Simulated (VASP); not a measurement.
Mo: single point with PBE

Mo, a sheet with vacuum:

```
Mo
1.0
     2.77217    0.00000    0.00000
     0.00000    2.77217    0.00000
     0.00000    0.00000   17.00000
Mo
2
Direct
  0.00000 0.50000 0.58402
  0.50000 0.00000 0.41598
```

The cell was built from a structure type or drawn by symmetry, and may not be a known phase.

| Property | Result |
| --- | --- |
| Program | VASP 6.6.1 |
| Task | single point |
| Functional | PBE |
| Potentials or basis | VASP PAW PBE potentials, release 64 (Mo_sv) |
| Cutoff | 520 eV |
| k mesh | 6 × 6 × 1 |
| Occupations | gaussian, width 0.1 eV |
| Spin | no spin polarisation |

* Largest force: 1.913 eV/Å
* Band gap on the k mesh: zero (bands 14 and 15 overlap by 0.42 eV)

Forces on the atoms (eV/Å):
```
Mo   0.000  0.000 -1.913
Mo   0.000  0.000  1.913
```

Levels at points of the mesh, in eV from the Fermi level:
```csv
k point,band 11,band 12,band 13,band 14,band 15,band 16,band 17,band 18
"(0.00, 0.00, 0.00)",-3.00,-2.73,-1.65,-0.51,0.62,1.30,1.30,2.01
"(0.50, 0.00, 0.00)",-2.09,-2.09,0.21,0.21,0.78,0.78,2.05,2.05
"(0.50, 0.50, 0.00)",-1.85,-1.85,-0.34,-0.34,1.18,1.18,4.65,4.65
```

Wall time 17 s on 1 thread of Intel(R) Xeon(R) 6975P-C (Granite Rapids), with other jobs on the host, peak memory 0.24 GiB.

Caveat: the k points lie up to 0.38 Å⁻¹ apart.
